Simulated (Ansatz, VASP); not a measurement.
Two plane-wave programs on NaH

Contents of POSCAR:

```
NaH
1.0
    0.0000000000      2.3975122873      2.3975122873
    2.3975122873      0.0000000000      2.3975122873
    2.3975122873      2.3975122873      0.0000000000
Na H
1 1
Direct
    0.0000000000      0.0000000000      0.0000000000
    0.5000000000      0.5000000000      0.5000000000
```

Contents of INCAR.step1:

```
ALGO = Normal ; EDIFF = 1E-5
ENCUT = 400 ; GGA = PE
GGA_COMPAT = False ; ISIF = 2
ISMEAR = 0 ; LASPH = True
LCHARG = False ; LREAL = False
LWAVE = True ; NBANDS = 11
NELM = 120 ; PREC = Accurate
SIGMA = 0.01
```

INCAR.step2

```
AEXX = 0.75 ; ALGO = Normal
EDIFF = 1E-6 ; ENCUT = 400
GGA = PE ; GGA_COMPAT = False
HFSCREEN = 0.5 ; ISIF = 2
ISMEAR = 0 ; ISTART = 1
LASPH = True ; LCHARG = False
LHFCALC = True ; LREAL = False
LWAVE = False ; NBANDS = 11
NELM = 120 ; PREC = Accurate
PRECFOCK = Normal ; SIGMA = 0.01
```

File KPOINTS:

```
k-points
0
Gamma
  4 4 4
```

Input for Ansatz:

```yaml
crystal:
  lattice:
    - [0.0, 2.3975122873, 2.3975122873]
    - [2.3975122873, 0.0, 2.3975122873]
    - [2.3975122873, 2.3975122873, 0.0]
  atoms:
    - { symbol: Na, position: [0.0, 0.0, 0.0] }
    - { symbol: H, position: [0.5, 0.5, 0.5] }
kpoints:
  mp_grid: { grid: [4, 4, 4] }
hamiltonian:
  xc: { exchange: pbe, correlation: pbe, exx: { coeff: 0.75, omega: 0.5 } }
scf:
  occupations: { method: fixed }
  n_extra_bands: 4
output:
  forces: true
  stress: true
  eigenvalues: true
```

Alike in both runs: task single point; functional PBE-based screened hybrid; k mesh 4 × 4 × 4; no spin polarisation.

|  | VASP | Ansatz |
| --- | --- | --- |
| version | VASP 6.6.1 | Ansatz 0.2.0 |
| potentials or method | VASP PAW PBE potentials, release 64 (Na_pv, H) | plane waves |
| plane-wave cutoff (eV) | 400 | 420 |
| occupations | gaussian, width 0.01 eV | fixed |
| valence electrons in the cell | 8 | 10 |

Ansatz gave:

* gap on the k mesh at the Fermi level (eV): 5.35
* pressure (GPa): -0.5

Problem. Which values does VASP return?

Solution. gap on the k mesh at the Fermi level (eV): 5.33; pressure (GPa): -0.9.

VASP's potentials were made for PBE, not for PBE-based screened hybrid. VASP's potentials hold 8 valence electrons a cell and Ansatz's 10, so a difference there can come from the potentials and not from the codes. Ansatz's warnings: stress exchange threshold loose, stress scf threshold loose.

The k mesh is coarse, so the values compare programs but aren't converged.
